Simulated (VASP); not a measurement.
# AgI (F-43m) in VASP: a series of runs

The runs below take AgI through single point, with PBE-based screened hybrid with 35 % exact exchange, PBE-based screened hybrid with 5 % exact exchange, HF, HSE06.

Program: VASP 6.6.1. These are calculated values, not measurements. Logs are shortened: lines on timing, memory, paths and dates and some standing lists are left out, and cuts for length are marked.

### Step 1. The cell of the first run

Symmetry: F-43m, No. 216, cubic system. The conventional cell has a = 6.577 Å, b = 6.577 Å, c = 6.577 Å, α = 90.00°, β = 90.00°, γ = 90.00°. Ag (site symmetry -43m) has 4 I at 2.85 Å within 3.8 Å. I (site symmetry -43m) has 4 Ag at 2.85 Å within 3.8 Å.

### Step 2. Single point, PBE-based screened hybrid with 35 % exact exchange

The input, POSCAR:

```
AgI
1.0
    0.0000000000      3.2886328091      3.2886328091
    3.2886328091      0.0000000000      3.2886328091
    3.2886328091      3.2886328091      0.0000000000
Ag I
1 1
Direct
    0.0000000000      0.0000000000      0.0000000000
    0.2500000000      0.2500000000      0.2500000000
```

The input, INCAR.step1:

```
  PREC = Accurate
  ENCUT = 400
  EDIFF = 1E-5
  ISMEAR = 0
  SIGMA = 0.01
  LREAL = False
  LASPH = True
  NELM = 120
  ALGO = Normal
  ISIF = 2
  LWAVE = True
  NBANDS = 16
  GGA = PE
  GGA_COMPAT = False
```

The input, INCAR.step2:

```
  PREC = Accurate
  ENCUT = 400
  EDIFF = 1E-6
  ISMEAR = 0
  SIGMA = 0.01
  LREAL = False
  LASPH = True
  NELM = 120
  ALGO = Normal
  ISIF = 2
  LWAVE = False
  LCHARG = True
  GGA = PE
  LHFCALC = True
  AEXX = 0.35
  HFSCREEN = 0.3
  PRECFOCK = Normal
  LELF = True
  LVHAR = True
  NBANDS = 16
  ISTART = 1
  GGA_COMPAT = False
```

The input, KPOINTS:

```
Automatic mesh
0
Gamma
  4 4 4
```

Potentials or basis: VASP PAW PBE potentials, release 64 (Ag, I).

Command:

```bash
cat potpaw_PBE.64/Ag/POTCAR potpaw_PBE.64/I/POTCAR > POTCAR
cp INCAR.step1 INCAR
mpirun -np 1 vasp_std > vasp.out
cp INCAR.step2 INCAR
mpirun -np 1 vasp_std > vasp.out
```

OUTCAR:

```text
PREC = Accurate
   ENCUT = 400
   EDIFF = 1E-6
   ISMEAR = 0
   LREAL = False
   LASPH = True
   NELM = 120
   ISIF = 2
   GGA = PE
   LHFCALC = True
   AEXX = 0.35
   HFSCREEN = 0.3
   PRECFOCK = Normal
   ISTART = 1

 ion  position               nearest neighbor table
   1  0.000  0.000  0.000-   2 2.85   2 2.85   2 2.85   2 2.85
   2  0.250  0.250  0.250-   1 2.85   1 2.85   1 2.85   1 2.85

  LATTYP: Found a face centered cubic cell.
 ALAT       =     6.5772656182

  Lattice vectors:

 A1 = (   0.0000000000,   3.2886328091,   3.2886328091)
 A2 = (   3.2886328091,   0.0000000000,   3.2886328091)
 A3 = (   3.2886328091,   3.2886328091,   0.0000000000)

Analysis of symmetry for initial positions (statically):
=====================================================================
 Subroutine PRICEL returns:
 Original cell was already a primitive cell.

 Routine SETGRP: Setting up the symmetry group for a
 face centered cubic supercell.

 Subroutine GETGRP returns: Found 24 space group operations
 (whereof 24 operations were pure point group operations)
 out of a pool of 48 trial point group operations.

The static configuration has the point symmetry T_d .

Analysis of symmetry for dynamics (positions and initial velocities):
=====================================================================
 Subroutine PRICEL returns:
 Original cell was already a primitive cell.

 Routine SETGRP: Setting up the symmetry group for a
 face centered cubic supercell.

 Subroutine GETGRP returns: Found 24 space group operations
 (whereof 24 operations were pure point group operations)
 out of a pool of 48 trial point group operations.

The dynamic configuration has the point symmetry T_d .

 Subroutine INISYM returns: Found 24 space group operations
 (whereof 24 operations are pure point group operations),
 and found     1 'primitive' translations

----------------------------------------------------------------------------------------

                                     Primitive cell

  volume of cell :      71.1338

  direct lattice vectors                    reciprocal lattice vectors
     0.000000000  3.288632809  3.288632809    -0.152038865  0.152038865  0.152038865
     3.288632809  0.000000000  3.288632809     0.152038865 -0.152038865  0.152038865
     3.288632809  3.288632809  0.000000000     0.152038865  0.152038865 -0.152038865

  length of vectors
     4.650829120  4.650829120  4.650829120     0.263339039  0.263339039  0.263339039

  position of ions in fractional coordinates (direct lattice)
     0.000000000  0.000000000  0.000000000
     0.250000000  0.250000000  0.250000000

  ion indices of the primitive-cell ions
   primitive index   ion index
                 1           1
                 2           2

----------------------------------------------------------------------------------------

 KPOINTS: Automatic mesh

Automatic generation of k-mesh.
 Grid dimensions read from file:
 generate k-points for:    4    4    4

 Generating k-lattice:

  Cartesian coordinates                     Fractional coordinates (reciprocal lattice)
    -0.038009716  0.038009716  0.038009716     0.250000000  0.000000000  0.000000000
     0.038009716 -0.038009716  0.038009716     0.000000000  0.250000000  0.000000000
     0.038009716  0.038009716 -0.038009716     0.000000000  0.000000000  0.250000000

  Length of vectors
     0.065834760  0.065834760  0.065834760

  Shift w.r.t. Gamma in fractional coordinates (k-lattice)
     0.000000000  0.000000000  0.000000000

 Subroutine IBZKPT returns following result:
 ===========================================

 Found      8 irreducible k-points:

 Following reciprocal coordinates:
            Coordinates               Weight
  0.000000  0.000000  0.000000      1.000000
  0.250000  0.000000  0.000000      8.000000
  0.500000  0.000000  0.000000      4.000000
  0.250000  0.250000  0.000000      6.000000
  0.500000  0.250000  0.000000     24.000000
 -0.250000  0.250000  0.000000     12.000000
  0.500000  0.500000  0.000000      3.000000
 -0.250000  0.500000  0.250000      6.000000
   k-points           NKPTS =      8   k-points in BZ     NKDIM =     64   number of bands    NBANDS=     16
   number of dos      NEDOS =    301   number of ions     NIONS =      2
   total plane-waves  NPLWV =  27000
   dimension x,y,z NGX =    30 NGY =   30 NGZ =   30
   dimension x,y,z NGXF=    60 NGYF=   60 NGZF=   60
   ions per type =               1   1
   NGX,Y,Z   is equivalent  to a cutoff of  10.72, 10.72, 10.72 a.u.
   NGXF,Y,Z  is equivalent  to a cutoff of  21.45, 21.45, 21.45 a.u.
 SYSTEM =  unknown system
   PREC   = accura    normal or accurate (medium, high low for compatibility)
   ISTART =      1    job   : 0-new  1-cont  2-samecut
   ICHARG =      0    charge: 1-file 2-atom 10-const
   ISPIN  =      1    spin polarized calculation?
   LNONCOLLINEAR =      F non collinear calculations
   LSORBIT =      F    spin-orbit coupling
   LASPH  =      T    aspherical Exc in radial PAW
   ENCUT  =  400.0 eV  29.40 Ry    5.42 a.u.   7.58  7.58  7.58*2*pi/ulx,y,z
   NELM   =    120;   NELMIN=  2; NELMDL=  0     # of ELM steps
   EDIFF  = 0.1E-05   stopping-criterion for ELM
   LREAL  =      F    real-space projection
   EDIFFG = 0.1E-04   stopping-criterion for IOM
   NSW    =      0    number of steps for IOM
   IBRION =     -1    ionic relax: 0-MD 1-quasi-New 2-CG
   NFREE  =      0    steps in history (QN), initial steepest desc. (CG)
   ISIF   =      2    stress and relaxation
   ISYM   =      3    0-nonsym 1-usesym 2-fastsym
   POTIM  = 0.5000    time-step for ionic-motion
   TEBEG  =    0.0;   TEEND  =   0.0 temperature during run
   PSTRESS=    0.0 pullay stress
   NELECT =      18.0000    total number of electrons
   NUPDOWN=      -1.0000    fix difference up-down
   EMIN   =  10.00;   EMAX   =-10.00  energy-range for DOS
   EFERMI =   0.00;   METHOD = LEGACY
   ISMEAR =     0;   SIGMA  =   0.01  broadening in eV -4-tet -1-fermi 0-gaus
   EFERMI_NEDOS =   21; number of points for ismear=-14 and -15
   IALGO  =     38    algorithm
   IMIX   =      1    mixing-type and parameters
     AMIX     =   0.40;   BMIX     =  1.00
     AMIX_MAG =   1.60;   BMIX_MAG =  1.00
  volume/ion in A,a.u.               =      35.57       240.02
  Fermi-wavevector in a.u.,A,eV,Ry     =   1.035477  1.956767 14.588327  1.072212
  Thomas-Fermi vector in A             =   2.169822
   LORBIT       =      0    0 simple, 1 ext, 2 COOP (PROOUT), +10 PAW based schemes
   GGA     = PE    functional components
   LHFCALC =     T    Hartree Fock is set to
   PRECFOCK=normal    Normal, Fast or Accurate (Low or Medium for compatibility)
   ENCUT4O =  -1.0   cutoff for four orbital integrals eV
   NKREDX  =     1    reduce k-point grid by
   NKREDY  =     1    reduce k-point grid by
   NKREDZ  =     1    reduce k-point grid by
   AEXX    =    0.3500 exact exchange contribution
   HFSCREEN=    0.3000 screening length (either q_TF or 0.3 A-1)
   HFSCREENC=   0.3000 screening length for correlation (either q_TF or 0.3 A-1)
   ENCUTFOCK=  -1.0 apply spherical cutoff to Coloumb kernel
   IVDW    =     0    specifies the selected vdW correction
   LEPSILON=     F    determine dielectric tensor
   LRPA    =     F    only Hartree local field effects (RPA)
 non-spin polarized calculation
 Gauss-broadening in eV      SIGMA  =   0.01
  energy-cutoff  :      400.00
  volume of cell :       71.13
 maximum number of plane-waves:      1308
  NGX = 24; NGY = 24; NGZ = 24

 number of electron      17.9999993 magnetization

 Free energy of the ion-electron system (eV)
  ---------------------------------------------------
  ext. energy  EPLUGINS =         0.00000000
  ---------------------------------------------------
  free energy    TOTEN  =        -5.88368873 eV

  energy without entropy =       -5.88368873  energy(sigma->0) =       -5.88368873

 E-fermi :   1.9347     XC(G=0):  -6.5233

 val. band max:        1.8275791335   @ k =   0.0000   0.0000   0.0000
 cond. band min:       4.4911136476   @ k =   0.0000   0.0000   0.0000
 fundamental gap:      2.6635345141
 Fermi energy:         1.9347046699

 k-point     1 :       0.0000    0.0000    0.0000
  band No.  band energies     occupation
      1     -11.8882      2.00000
      2      -2.9288      2.00000
      3      -2.9288      2.00000
      4      -2.9288      2.00000
      5      -1.9431      2.00000
      6      -1.9431      2.00000
[... 8 lines left out ...]
     15      13.2567      0.00000
     16      13.2567      0.00000

 k-point     2 :       0.2500    0.0000    0.0000
  band No.  band energies     occupation
      1     -11.7419      2.00000
      2      -2.8343      2.00000
      3      -2.8343      2.00000
      4      -2.8044      2.00000
      5      -1.9455      2.00000
      6      -1.9455      2.00000
[... 8 lines left out ...]
     15      12.4225      0.00000
     16      12.6168      0.00000

 k-point     3 :       0.5000    0.0000    0.0000
  band No.  band energies     occupation
      1     -11.5878      2.00000
      2      -2.7485      2.00000
      3      -2.7485      2.00000
      4      -2.1013      2.00000
      5      -1.9195      2.00000
      6      -1.9195      2.00000
[... 8 lines left out ...]
     15      14.1820      0.00000
     16      14.1820      0.00000

 k-point     4 :       0.2500    0.2500    0.0000
  band No.  band energies     occupation
      1     -11.6935      2.00000
      2      -2.9243      2.00000
      3      -2.7198      2.00000
      4      -2.7198      2.00000
      5      -1.9913      2.00000
      6      -1.9061      2.00000
[... 8 lines left out ...]
     15      13.5916      0.00000
     16      15.5065      0.00000

 k-point     5 :       0.5000    0.2500    0.0000
  band No.  band energies     occupation
      1     -11.5398      2.00000
      2      -2.7727      2.00000
      3      -2.5947      2.00000
      4      -2.3395      2.00000
      5      -1.9051      2.00000
      6      -1.8587      2.00000
[... 8 lines left out ...]
     15      14.3209      0.00000
     16      15.0622      0.00000

 k-point     6 :      -0.2500    0.2500    0.0000
  band No.  band energies     occupation
      1     -11.5908      2.00000
      2      -2.7289      2.00000
      3      -2.7143      2.00000
      4      -2.4736      2.00000
      5      -1.9667      2.00000
      6      -1.9139      2.00000
[... 8 lines left out ...]
     15      13.7644      0.00000
     16      15.0919      0.00000

 k-point     7 :       0.5000    0.5000    0.0000
  band No.  band energies     occupation
      1     -11.4893      2.00000
      2      -2.8441      2.00000
      3      -2.4102      2.00000
      4      -2.4102      2.00000
      5      -1.8688      2.00000
      6      -1.8111      2.00000
[... 8 lines left out ...]
     15      14.0742      0.00000
     16      15.1182      0.00000

 k-point     8 :      -0.2500    0.5000    0.2500
  band No.  band energies     occupation
      1     -11.4888      2.00000
      2      -2.7290      2.00000
      3      -2.4422      2.00000
      4      -2.2301      2.00000
      5      -2.0069      2.00000
      6      -1.6558      2.00000
[... 8 lines left out ...]
     15      14.8633      0.00000
     16      15.0043      0.00000

------------------------ aborting loop because EDIFF is reached ----------------------------------------

  FORCE on cell =-STRESS in cart. coord.  units (eV):
  Direction    XX          YY          ZZ          XY          YZ          ZX
  --------------------------------------------------------------------------------------
  -------------------------------------------------------------------------------------
  Total        0.1874947      0.1874947      0.1874947      0.0000000      0.0000000      0.0000000
  in kB        4.2230224      4.2230224      4.2230224      0.0000000      0.0000000      0.0000000
  external PRESSURE =       4.2230224 kB  Pullay stress =       0.0000000 kB

 VOLUME and BASIS-vectors are now :
 -----------------------------------------------------------------------------
  energy-cutoff  :      400.00
  volume of cell :       71.13
      direct lattice vectors                 reciprocal lattice vectors
     0.000000000  3.288632809  3.288632809    -0.152038865  0.152038865  0.152038865
     3.288632809  0.000000000  3.288632809     0.152038865 -0.152038865  0.152038865
     3.288632809  3.288632809  0.000000000     0.152038865  0.152038865 -0.152038865

 POSITION                                       TOTAL-FORCE (eV/Angst)
 -----------------------------------------------------------------------------------
      0.00000      0.00000      0.00000        -0.000000      0.000000      0.000000
      1.64432      1.64432      1.64432         0.000000     -0.000000     -0.000000
 -----------------------------------------------------------------------------------
    total drift:                               -0.000079     -0.000022     -0.000006

  FREE ENERGIE OF THE ION-ELECTRON SYSTEM (eV)
  ---------------------------------------------------
  free  energy   TOTEN  =        -5.8836887299 eV

  energy  without entropy=       -5.8836887299  energy(sigma->0) =       -5.88368873
```

Run time: 5.9 min. Hardware: 1 thread of AMD EPYC 7R13 (Zen 3), shared host; peak memory 0.26 GiB.

Results:

```yaml
Free_energy: -5.8837 eV
Pressure: 0.4 GPa
Band_gap_on_the_k_mesh: 2.66 eV
```

Levels at points of the mesh, in eV from the valence-band top:
```
           k point  band 6  band 7  band 8  band 9  band 10  band 11  band 12  band 13
(0.00, 0.00, 0.00)   -3.77    0.00    0.00    0.00     2.66     7.16     7.16     7.16
(0.50, 0.00, 0.00)   -3.75   -3.64   -0.71   -0.71     4.13     7.59     7.59     8.46
(0.50, 0.50, 0.00)   -3.64   -2.88   -1.79   -1.79     4.81     5.20     9.83    11.19
```

Caveat: the PAW data sets were made with another functional, which shifts forces and pressure a little; spin-orbit coupling is left out, which moves the levels of the heavy elements.

(Continued in part 2 of 2.)
